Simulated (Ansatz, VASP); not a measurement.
Pt: VASP beside Ansatz

```
Pt
1.0
     1.98556    1.98556    0.00000
    -1.98556    1.98556    0.00000
     0.00000    0.00000    3.97112
Pt
2
Direct
  0.00000 0.00000 0.00000
  0.50000 0.50000 0.50000
```

Alike in both runs: task single point; functional PBE; k mesh 12 × 12 × 8; no spin polarisation.

```csv
,VASP,Ansatz
version,VASP 6.6.1,Ansatz 0.2.0
potentials or method,"VASP PAW PBE potentials, release 64 (Pt), cutoff 520 eV","all-electron LAPW, scalar-relativistic"
occupations,tetrahedron,tetrahedron-uncorrected
```

|  | VASP | Ansatz | Ansatz less VASP |
| --- | --- | --- | --- |
| gap on the k mesh at the Fermi level (eV) | none | none | - |
| pressure (GPa) | -0.1 | 0.3 | +0.45 |
| traceless stress, the component that is largest in VASP (GPa) | 0.05 | -0.12 | -0.164 |

A gap of «none» marks a metal or a gap that the smearing closes. Ansatz ran all-electron here, and VASP with PAW potentials. Ansatz's warnings: band table not solved further.

Spin-orbit coupling is off throughout.
